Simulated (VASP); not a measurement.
# InPt3C (Pm-3m) in VASP: further runs

Runs on InPt3C. Level: LDA. Tasks: single point.

Everything below comes from runs of VASP 6.6.1. Logs are shortened: lines on timing, memory, paths and dates and some standing lists are left out, and cuts for length are marked.

**1. The cell of the first run**

Symmetry: Pm-3m, No. 221, cubic system. Conventional cell: a = 4.259 Å, b = 4.259 Å, c = 4.259 Å, α = 90.00°, β = 90.00°, γ = 90.00°. In (site symmetry m-3m) has 12 Pt at 3.01 Å and 8 C at 3.69 Å within 4.0 Å. Within 2.8 Å of Pt (site symmetry 4/mmm) lie 2 C at 2.13 Å. C (site symmetry m-3m) has 6 Pt at 2.13 Å within 2.8 Å.

**2. Single point, LDA**

File INCAR:

```
SYSTEM = InPt3C
ALGO     = Normal         ! electronic algorithm
EDIFF    = 1E-7           ! SCF threshold, eV
ENCUT    = 520            ! plane-wave cutoff, eV
ISIF     = 2              ! what is computed and relaxed
ISMEAR   = -1             ! smearing method
LASPH    = .True.         ! aspherical terms in the spheres
LCHARG   = .False.        ! write CHGCAR
LREAL    = .False.        ! projectors in reciprocal space
LWAVE    = .False.        ! write WAVECAR
NBANDS   = 32             ! bands
NELM     = 100            ! most SCF steps
PREC     = Accurate       ! precision mode
SIGMA    = 0.05           ! smearing width, eV
```

File KPOINTS:

```
k-points
0
Gamma
  6 6 6
  0 0 0
```

File POSCAR:

```
InPt3C
1.0
    4.2585860000      0.0000000000      0.0000000000
    0.0000000000      4.2585860000      0.0000000000
    0.0000000000      0.0000000000      4.2585860000
In Pt C
1 3 1
Direct
    0.0000000000      0.0000000000      0.0000000000
    0.5000000000      0.0000000000      0.5000000000
    0.5000000000      0.5000000000      0.0000000000
    0.0000000000      0.5000000000      0.5000000000
    0.5000000000      0.5000000000      0.5000000000
```

Potentials or basis: VASP PAW LDA potentials, release 64 (In_d, Pt, C).

The run is started by

```console
$ cat potpaw_LDA.64/In_d/POTCAR potpaw_LDA.64/Pt/POTCAR potpaw_LDA.64/C/POTCAR > POTCAR
$ mpirun -np 1 vasp_std > vasp.out
```

OUTCAR:

```text
SYSTEM = InPt3C
   EDIFF = 1E-7
   ENCUT = 520
   ISIF = 2
   ISMEAR = -1
   LASPH = .True.
   LREAL = .False.
   NELM = 100
   PREC = Accurate

 ion  position               nearest neighbor table
   1  0.000  0.000  0.000-   2 3.01   3 3.01   4 3.01   2 3.01   4 3.01   3 3.01   4 3.01   4 3.01
                             2 3.01   3 3.01   2 3.01   3 3.01
   2  0.500  0.000  0.500-   5 2.13   5 2.13   4 3.01   1 3.01   1 3.01   3 3.01   3 3.01   4 3.01
                             3 3.01   3 3.01   1 3.01   4 3.01   1 3.01   4 3.01
   3  0.500  0.500  0.000-   5 2.13   5 2.13   4 3.01   1 3.01   2 3.01   4 3.01   2 3.01   1 3.01
                             2 3.01   2 3.01   1 3.01   4 3.01   4 3.01   1 3.01
   4  0.000  0.500  0.500-   5 2.13   5 2.13   3 3.01   1 3.01   1 3.01   3 3.01   1 3.01   2 3.01
                             1 3.01   2 3.01   3 3.01   2 3.01   3 3.01   2 3.01
   5  0.500  0.500  0.500-   2 2.13   3 2.13   4 2.13   3 2.13   2 2.13   4 2.13

  LATTYP: Found a simple cubic cell.
 ALAT       =     4.2585860000

  Lattice vectors:

 A1 = (   4.2585860000,   0.0000000000,   0.0000000000)
 A2 = (   0.0000000000,   4.2585860000,   0.0000000000)
 A3 = (   0.0000000000,   0.0000000000,   4.2585860000)

Analysis of symmetry for initial positions (statically):
=====================================================================
 Subroutine PRICEL returns:
 Original cell was already a primitive cell.

 Routine SETGRP: Setting up the symmetry group for a
 simple cubic supercell.

 Subroutine GETGRP returns: Found 48 space group operations
 (whereof 48 operations were pure point group operations)
 out of a pool of 48 trial point group operations.

The static configuration has the point symmetry O_h .

Analysis of symmetry for dynamics (positions and initial velocities):
=====================================================================
 Subroutine PRICEL returns:
 Original cell was already a primitive cell.

 Routine SETGRP: Setting up the symmetry group for a
 simple cubic supercell.

 Subroutine GETGRP returns: Found 48 space group operations
 (whereof 48 operations were pure point group operations)
 out of a pool of 48 trial point group operations.

The dynamic configuration has the point symmetry O_h .

 Subroutine INISYM returns: Found 48 space group operations
 (whereof 48 operations are pure point group operations),
 and found     1 'primitive' translations

----------------------------------------------------------------------------------------

                                     Primitive cell

  volume of cell :      77.2318

  direct lattice vectors                    reciprocal lattice vectors
     4.258586000  0.000000000  0.000000000     0.234819727  0.000000000  0.000000000
     0.000000000  4.258586000  0.000000000     0.000000000  0.234819727  0.000000000
     0.000000000  0.000000000  4.258586000     0.000000000  0.000000000  0.234819727

  length of vectors
     4.258586000  4.258586000  4.258586000     0.234819727  0.234819727  0.234819727

  position of ions in fractional coordinates (direct lattice)
     0.000000000  0.000000000  0.000000000
     0.500000000  0.000000000  0.500000000
     0.500000000  0.500000000  0.000000000
     0.000000000  0.500000000  0.500000000
     0.500000000  0.500000000  0.500000000

  ion indices of the primitive-cell ions
   primitive index   ion index
                 1           1
                 2           2
                 3           3
                 4           4
                 5           5

----------------------------------------------------------------------------------------

 KPOINTS: k-points

Automatic generation of k-mesh.
 Grid dimensions read from file:
 generate k-points for:    6    6    6

 Generating k-lattice:

  Cartesian coordinates                     Fractional coordinates (reciprocal lattice)
     0.039136621  0.000000000  0.000000000     0.166666667  0.000000000  0.000000000
     0.000000000  0.039136621  0.000000000     0.000000000  0.166666667  0.000000000
     0.000000000  0.000000000  0.039136621     0.000000000  0.000000000  0.166666667

  Length of vectors
     0.039136621  0.039136621  0.039136621

  Shift w.r.t. Gamma in fractional coordinates (k-lattice)
     0.000000000  0.000000000  0.000000000

 Subroutine IBZKPT returns following result:
 ===========================================

 Found     20 irreducible k-points:

 Following reciprocal coordinates:
            Coordinates               Weight
  0.000000  0.000000  0.000000      1.000000
  0.166667  0.000000  0.000000      6.000000
  0.333333  0.000000  0.000000      6.000000
  0.500000  0.000000  0.000000      3.000000
  0.166667  0.166667  0.000000     12.000000
  0.333333  0.166667  0.000000     24.000000
[... 12 lines left out ...]
  0.500000  0.500000  0.333333      6.000000
  0.500000  0.500000  0.500000      1.000000
   k-points           NKPTS =     20   k-points in BZ     NKDIM =     20   number of bands    NBANDS=     32
   number of dos      NEDOS =    301   number of ions     NIONS =      5
   total plane-waves  NPLWV =  32768
   dimension x,y,z NGX =    32 NGY =   32 NGZ =   32
   dimension x,y,z NGXF=    64 NGYF=   64 NGZF=   64
   ions per type =               1   3   1
   NGX,Y,Z   is equivalent  to a cutoff of  12.49, 12.49, 12.49 a.u.
   NGXF,Y,Z  is equivalent  to a cutoff of  24.98, 24.98, 24.98 a.u.
 SYSTEM =  InPt3C
   PREC   = accura    normal or accurate (medium, high low for compatibility)
   ISTART =      0    job   : 0-new  1-cont  2-samecut
   ICHARG =      2    charge: 1-file 2-atom 10-const
   ISPIN  =      1    spin polarized calculation?
   LNONCOLLINEAR =      F non collinear calculations
   LSORBIT =      F    spin-orbit coupling
   LASPH  =      T    aspherical Exc in radial PAW
   ENCUT  =  520.0 eV  38.22 Ry    6.18 a.u.   7.92  7.92  7.92*2*pi/ulx,y,z
   NELM   =    100;   NELMIN=  2; NELMDL= -5     # of ELM steps
   EDIFF  = 0.1E-06   stopping-criterion for ELM
   LREAL  =      F    real-space projection
   EDIFFG = 0.1E-05   stopping-criterion for IOM
   NSW    =      0    number of steps for IOM
   IBRION =     -1    ionic relax: 0-MD 1-quasi-New 2-CG
   NFREE  =      0    steps in history (QN), initial steepest desc. (CG)
   ISIF   =      2    stress and relaxation
   ISYM   =      2    0-nonsym 1-usesym 2-fastsym
   POTIM  = 0.5000    time-step for ionic-motion
   TEBEG  =    0.0;   TEEND  =   0.0 temperature during run
   PSTRESS=    0.0 pullay stress
   NELECT =      47.0000    total number of electrons
   NUPDOWN=      -1.0000    fix difference up-down
   EMIN   =  10.00;   EMAX   =-10.00  energy-range for DOS
   EFERMI =   0.00;   METHOD = LEGACY
   ISMEAR =    -1;   SIGMA  =   0.05  broadening in eV -4-tet -1-fermi 0-gaus
   EFERMI_NEDOS =   21; number of points for ismear=-14 and -15
   IALGO  =     38    algorithm
   IMIX   =      4    mixing-type and parameters
     AMIX     =   0.40;   BMIX     =  1.00
     AMIX_MAG =   1.60;   BMIX_MAG =  1.00
  volume/ion in A,a.u.               =      15.45       104.24
  Fermi-wavevector in a.u.,A,eV,Ry     =   1.387316  2.621647 26.186390  1.924645
  Thomas-Fermi vector in A             =   2.511549
   LORBIT       =      0    0 simple, 1 ext, 2 COOP (PROOUT), +10 PAW based schemes
   GGA     = CA    functional components
   LHFCALC =     F    Hartree Fock is set to
   AEXX    =    0.0000 exact exchange contribution
   IVDW    =     0    specifies the selected vdW correction
   LEPSILON=     F    determine dielectric tensor
   LRPA    =     F    only Hartree local field effects (RPA)
 non-spin polarized calculation
  energy-cutoff  :      520.00
  volume of cell :       77.23
 maximum number of plane-waves:      2103
 NGX is ok and might be reduce to    32
   NGX = 15   NGY = 15   NGZ = 15

 number of electron      47.0000018 magnetization

 Free energy of the ion-electron system (eV)
  ---------------------------------------------------
  ext. energy  EPLUGINS =         0.00000000
  ---------------------------------------------------
  free energy    TOTEN  =       -34.45629750 eV

  energy without entropy =      -34.42969837  energy(sigma->0) =      -34.44299794

 E-fermi :   9.9671     XC(G=0): -12.6707

 val. band max:        9.9124179173   @ k =   0.5000   0.3333   0.0000
 cond. band min:       9.9919834399   @ k =   0.3333   0.3333   0.0000
 fundamental gap:      0.0795655226
 Fermi energy:         9.9670715563

 k-point     1 :       0.0000    0.0000    0.0000
  band No.  band energies     occupation
      1      -4.9861      2.00000
      2      -4.9861      2.00000
      3      -4.9656      2.00000
      4      -4.9656      2.00000
      5      -4.9656      2.00000
      6      -4.4281      2.00000
[... 24 lines left out ...]
     31      16.1264      0.00000
     32      18.7871      0.00000

 k-point     2 :       0.1667    0.0000    0.0000
  band No.  band energies     occupation
      1      -4.9797      2.00000
      2      -4.9699      2.00000
      3      -4.9640      2.00000
      4      -4.9609      2.00000
      5      -4.9609      2.00000
      6      -4.2425      2.00000
[... 24 lines left out ...]
     31      16.9097      0.00000
     32      17.9699      0.00000

 k-point     3 :       0.3333    0.0000    0.0000
  band No.  band energies     occupation
      1      -4.9671      2.00000
      2      -4.9608      2.00000
      3      -4.9515      2.00000
      4      -4.9515      2.00000
      5      -4.9375      2.00000
      6      -3.8032      2.00000
[... 24 lines left out ...]
     31      17.3137      0.00000
     32      17.4548      0.00000

 k-point     4 :       0.5000    0.0000    0.0000
  band No.  band energies     occupation
      1      -4.9608      2.00000
      2      -4.9592      2.00000
      3      -4.9468      2.00000
      4      -4.9468      2.00000
      5      -4.9213      2.00000
      6      -3.5315      2.00000
[... 24 lines left out ...]
     31      16.5727      0.00000
     32      16.6360      0.00000

 k-point     5 :       0.1667    0.1667    0.0000
  band No.  band energies     occupation
      1      -4.9738      2.00000
      2      -4.9604      2.00000
      3      -4.9589      2.00000
      4      -4.9588      2.00000
      5      -4.9581      2.00000
      6      -4.0533      2.00000
[... 444 lines left out ...]
     31      16.5863      0.00000
     32      20.3882      0.00000

 k-point    18 :       0.5000    0.3333    0.3333
  band No.  band energies     occupation
      1      -4.9898      2.00000
      2      -4.9871      2.00000
      3      -4.9788      2.00000
      4      -4.9086      2.00000
      5      -4.8950      2.00000
      6      -2.0919      2.00000
[... 24 lines left out ...]
     31      17.9714      0.00000
     32      19.9598      0.00000

 k-point    19 :       0.5000    0.5000    0.3333
  band No.  band energies     occupation
      1      -5.0021      2.00000
      2      -4.9878      2.00000
      3      -4.9878      2.00000
      4      -4.9041      2.00000
      5      -4.8902      2.00000
      6      -1.7206      2.00000
[... 24 lines left out ...]
     31      18.2526      0.00000
     32      18.9577      0.00000

 k-point    20 :       0.5000    0.5000    0.5000
  band No.  band energies     occupation
      1      -5.0016      2.00000
      2      -5.0016      2.00000
      3      -5.0016      2.00000
      4      -4.8931      2.00000
      5      -4.8931      2.00000
      6      -1.2973      2.00000
[... 24 lines left out ...]
     31      18.4673      0.00000
     32      18.4673      0.00000

------------------------ aborting loop because EDIFF is reached ----------------------------------------

  FORCE on cell =-STRESS in cart. coord.  units (eV):
  Direction    XX          YY          ZZ          XY          YZ          ZX
  --------------------------------------------------------------------------------------
  -------------------------------------------------------------------------------------
  Total       -5.7277755     -5.7277755     -5.7277755      0.0000000      0.0000000      0.0000000
  in kB     -118.8229425   -118.8229425   -118.8229425      0.0000000      0.0000000      0.0000000
  external PRESSURE =    -118.8229425 kB  Pullay stress =       0.0000000 kB

 VOLUME and BASIS-vectors are now :
 -----------------------------------------------------------------------------
  energy-cutoff  :      520.00
  volume of cell :       77.23
      direct lattice vectors                 reciprocal lattice vectors
     4.258586000  0.000000000  0.000000000     0.234819727  0.000000000  0.000000000
     0.000000000  4.258586000  0.000000000     0.000000000  0.234819727  0.000000000
     0.000000000  0.000000000  4.258586000     0.000000000  0.000000000  0.234819727

 POSITION                                       TOTAL-FORCE (eV/Angst)
 -----------------------------------------------------------------------------------
      0.00000      0.00000      0.00000         0.000000      0.000000      0.000000
      2.12929      0.00000      2.12929         0.000000      0.000000      0.000000
      2.12929      2.12929      0.00000         0.000000      0.000000      0.000000
      0.00000      2.12929      2.12929         0.000000      0.000000      0.000000
      2.12929      2.12929      2.12929         0.000000      0.000000      0.000000
 -----------------------------------------------------------------------------------
    total drift:                                0.000000     -0.000000     -0.000000

  FREE ENERGIE OF THE ION-ELECTRON SYSTEM (eV)
  ---------------------------------------------------
  free  energy   TOTEN  =       -34.4562974958 eV

  energy  without entropy=      -34.4296983746  energy(sigma->0) =      -34.44299794
```

It took 14 s on 1 thread of Intel Xeon 6975P-C (Granite Rapids), shared host; peak memory 0.18 GiB.

Results:

- Free energy: -34.4563 eV
- Pressure: -11.9 GPa

Caveat: spin-orbit coupling is left out, which moves the levels of the heavy elements.

**3. Single point, LDA**

File INCAR:

```
SYSTEM = InPt3C
PREC     = Accurate       ! precision mode
ENCUT    = 520            ! plane-wave cutoff, eV
EDIFF    = 1E-7           ! SCF threshold, eV
ISMEAR   = -1             ! smearing method
SIGMA    = 0.05           ! smearing width, eV
LREAL    = .FALSE.        ! projectors in reciprocal space
LASPH    = .TRUE.         ! aspherical terms in the spheres
NELM     = 60             ! most SCF steps
ALGO     = Normal         ! electronic algorithm
ISIF     = 2              ! what is computed and relaxed
LWAVE    = .FALSE.        ! write WAVECAR
LCHARG   = .FALSE.        ! write CHGCAR
GGA      = CA             ! functional
NBANDS   = 32             ! bands
```

File KPOINTS:

```
regular mesh
0
G
  6 6 6
  0 0 0
```

POSCAR is that of step 2.

Potentials or basis: VASP PAW LDA potentials, release 64 (In_d, Pt, C).

The run is started by

```console
$ cat potpaw_LDA.64/In_d/POTCAR potpaw_LDA.64/Pt/POTCAR potpaw_LDA.64/C/POTCAR > POTCAR
$ mpirun -np 1 vasp_std > vasp.out
```

OUTCAR:

```text
SYSTEM = InPt3C
   PREC = Accurate
   ENCUT = 520
   EDIFF = 1E-7
   ISMEAR = -1
   LREAL = .FALSE.
   LASPH = .TRUE.
   NELM = 60
   ISIF = 2
   GGA = CA

 ion  position               nearest neighbor table
   1  0.000  0.000  0.000-   2 3.01   3 3.01   4 3.01   2 3.01   4 3.01   3 3.01   4 3.01   4 3.01
                             2 3.01   3 3.01   2 3.01   3 3.01
   2  0.500  0.000  0.500-   5 2.13   5 2.13   4 3.01   1 3.01   1 3.01   3 3.01   3 3.01   4 3.01
                             3 3.01   3 3.01   1 3.01   4 3.01   1 3.01   4 3.01
[... 902 lines left out ...]
  -------------------------------------------------------------------------------------
  Total       -5.7277755     -5.7277755     -5.7277755      0.0000000      0.0000000      0.0000000
  in kB     -118.8229425   -118.8229425   -118.8229425      0.0000000      0.0000000      0.0000000
  external PRESSURE =    -118.8229425 kB  Pullay stress =       0.0000000 kB

 VOLUME and BASIS-vectors are now :
 -----------------------------------------------------------------------------
  energy-cutoff  :      520.00
  volume of cell :       77.23
      direct lattice vectors                 reciprocal lattice vectors
     4.258586000  0.000000000  0.000000000     0.234819727  0.000000000  0.000000000
     0.000000000  4.258586000  0.000000000     0.000000000  0.234819727  0.000000000
     0.000000000  0.000000000  4.258586000     0.000000000  0.000000000  0.234819727

 POSITION                                       TOTAL-FORCE (eV/Angst)
 -----------------------------------------------------------------------------------
      0.00000      0.00000      0.00000         0.000000      0.000000      0.000000
      2.12929      0.00000      2.12929         0.000000      0.000000      0.000000
      2.12929      2.12929      0.00000         0.000000      0.000000      0.000000
      0.00000      2.12929      2.12929         0.000000      0.000000      0.000000
      2.12929      2.12929      2.12929         0.000000      0.000000      0.000000
 -----------------------------------------------------------------------------------
    total drift:                                0.000000     -0.000000     -0.000000

  FREE ENERGIE OF THE ION-ELECTRON SYSTEM (eV)
  ---------------------------------------------------
  free  energy   TOTEN  =       -34.4562974958 eV

  energy  without entropy=      -34.4296983746  energy(sigma->0) =      -34.44299794
```

OSZICAR:

```text
N       E                     dE             d eps       ncg     rms          rms(c)
DAV:   1     0.409793947287E+03    0.40979E+03   -0.21698E+04  1304   0.170E+03
DAV:   2     0.411189945967E+01   -0.40568E+03   -0.37499E+03  1400   0.447E+02
DAV:   3    -0.350659542026E+02   -0.39178E+02   -0.36795E+02  1520   0.126E+02
DAV:   4    -0.365736743230E+02   -0.15077E+01   -0.15002E+01  1464   0.241E+01
DAV:   5    -0.366347260939E+02   -0.61052E-01   -0.61041E-01  1848   0.509E+00    0.252E+01
DAV:   6    -0.346833921328E+02    0.19513E+01   -0.57188E+00  1632   0.197E+01    0.113E+01
DAV:   7    -0.345044209885E+02    0.17897E+00   -0.93128E-01  1464   0.652E+00    0.764E+00
DAV:   8    -0.344666300006E+02    0.37791E-01   -0.18378E-01  1584   0.274E+00    0.752E-01
DAV:   9    -0.344564837512E+02    0.10146E-01   -0.23296E-02  1656   0.125E+00    0.278E-01
DAV:  10    -0.344563350054E+02    0.14875E-03   -0.46980E-03  1552   0.506E-01    0.134E-01
DAV:  11    -0.344563047178E+02    0.30288E-04   -0.23526E-04  1584   0.106E-01    0.324E-02
DAV:  12    -0.344562976185E+02    0.70993E-05   -0.31449E-05  1760   0.608E-02    0.163E-02
DAV:  13    -0.344562975610E+02    0.57522E-07   -0.13049E-06  1512   0.803E-03    0.858E-03
DAV:  14    -0.344562974958E+02    0.65135E-07   -0.13061E-07  1048   0.405E-03
   1 F= -.34456297E+02 E0= -.34442998E+02  d E =-.265991E-01
```

stdout:

```text
POSCAR found type information on POSCAR InPtC
 POSCAR found :  3 types and       5 ions
 scaLAPACK will be used
 LDA part: xc-table for (Slater(with rela. corr.)+CA(PZ))
 , standard interpolation
 POSCAR, INCAR and KPOINTS ok, starting setup
 FFT: planning ... GRIDC
 FFT: planning ... GRID_SOFT
 FFT: planning ... GRID
 WAVECAR not read
 entering main loop
```

Wall time 14 s (1 thread of Intel Xeon 6975P-C (Granite Rapids), shared host); peak memory 0.18 GiB.

What came out:

```
Free energy : -34.4563 eV
Pressure    : -11.9 GPa
```

Caveat: spin-orbit coupling is left out, which moves the levels of the heavy elements.
